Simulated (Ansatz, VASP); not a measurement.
**Two plane-wave programs on Fe**

```xyz
1
Lattice="-1.4156 1.4156 1.4156 1.4156 -1.4156 1.4156 1.4156 1.4156 -1.4156" Properties=species:S:1:pos:R:3 pbc="T T T"
Fe    0.0000    0.0000    0.0000
```

Alike in both runs: task single point; functional PBE; k mesh 22 × 22 × 22; occupations gaussian, width 0.05 eV; collinear spin.

|  | VASP | Ansatz |
| --- | --- | --- |
| version | VASP 6.6.1 | Ansatz 0.2.0 |
| potentials or method | VASP PAW PBE potentials, release 64 (Fe), cutoff 520 eV | scalar-relativistic, plane waves, PAW |
| valence electrons in the cell | 8 | 16 |

Ansatz gave:

```
gap on the k mesh at the Fermi level (eV)                     : none
pressure (GPa)                                                : -0.1
net moment per atom (μB)                                      : 2.16
size of the moment on the site where the two differ most (μB) : 2.20
```

Q: Estimate VASP's values.

A: gap on the k mesh at the Fermi level (eV): none; pressure (GPa): -0.6; net moment per atom (μB): 2.18; size of the moment on the site where the two differ most (μB): 2.17.

Site moments also hang on the region over which each program counts them. A gap of «none» marks a metal or a gap that the smearing closes. VASP's potentials hold 8 valence electrons a cell and Ansatz's 16, so a difference there can come from the potentials and not from the codes. Ansatz's warnings: stability check not made.
